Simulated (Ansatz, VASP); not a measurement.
## Two plane-wave programs on Hf2S

Contents of INCAR:

```
ALGO = Normal ; EDIFF = 1E-6
ENCUT = 520 ; GGA = PS
ISIF = 2 ; ISMEAR = -1
LASPH = True ; LCHARG = False
LREAL = False ; LWAVE = False
NBANDS = 35 ; NELM = 80
PREC = Accurate ; SIGMA = 0.2
```

File KPOINTS:

```
k-points
0
Gamma
  12 12 4
```

The input POSCAR:

```
Hf2S
1.0
    3.3742737662      0.0000000000      0.0000000000
   -1.6871368831      2.9222068008      0.0000000000
    0.0000000000      0.0000000000     11.7174070300
Hf S
4 2
Direct
    0.6666666667      0.3333333333      0.8998116400
    0.3333333333      0.6666666667      0.3998116400
    0.6666666667      0.3333333333      0.6001883600
    0.3333333333      0.6666666667      0.1001883600
    0.0000000000      0.0000000000      0.7500000000
    0.0000000000      0.0000000000      0.2500000000
```

Input for Ansatz:

```yaml
crystal:
  lattice:
    - [3.3742737662, 0.0, 0.0]
    - [-1.6871368831, 2.9222068008, 0.0]
    - [0.0, 0.0, 11.71740703]
  atoms:
    - { symbol: Hf, position: [0.6666666667, 0.3333333333, 0.89981164] }
    - { symbol: Hf, position: [0.3333333333, 0.6666666667, 0.39981164] }
    - { symbol: Hf, position: [0.6666666667, 0.3333333333, 0.60018836] }
    - { symbol: Hf, position: [0.3333333333, 0.6666666667, 0.10018836] }
    - { symbol: S, position: [0.0, 0.0, 0.75] }
    - { symbol: S, position: [0.0, 0.0, 0.25] }
basis:
  ecutwfc: 420
kpoints:
  mp_grid: { grid: [12, 12, 4] }
hamiltonian:
  xc: pbesol
scf:
  occupations: { method: fermi_dirac, width: 0.2 }
output:
  forces: true
  stress: true
  eigenvalues: true
```

Alike in both runs: task single point; functional PBEsol; k mesh 12 × 12 × 4; occupations fermi-dirac, width 0.2 eV; no spin polarisation.

|  | VASP | Ansatz |
| --- | --- | --- |
| version | VASP 6.6.1 | Ansatz 0.2.0 |
| potentials or method | VASP PAW PBE potentials, release 64 (Hf_pv, S), cutoff 520 eV | scalar-relativistic, plane waves, PAW |
| valence electrons in the cell | 52 | 116 |

VASP gave:

| Item | Value |
| --- | --- |
| gap on the k mesh at the Fermi level (eV) | none |
| pressure (GPa) | -3.1 |
| traceless stress, the component that is largest in VASP (GPa) | 1.05 |
| rms of the force components (eV/Å) | 0.121 |

Problem. What did Ansatz give for the same quantities?

Solution. gap on the k mesh at the Fermi level (eV): none; pressure (GPa): -2.6; traceless stress, the component that is largest in VASP (GPa): 1.04; rms of the force components (eV/Å): 0.120.

VASP's potentials were made for PBE, not for PBEsol. Atom by atom the forces differ by 0.002 eV/Å (rms over components). A gap of «none» marks a metal or a gap that the smearing closes. VASP's potentials hold 52 valence electrons a cell and Ansatz's 116, so a difference there can come from the potentials and not from the codes.

Spin-orbit coupling is off throughout.
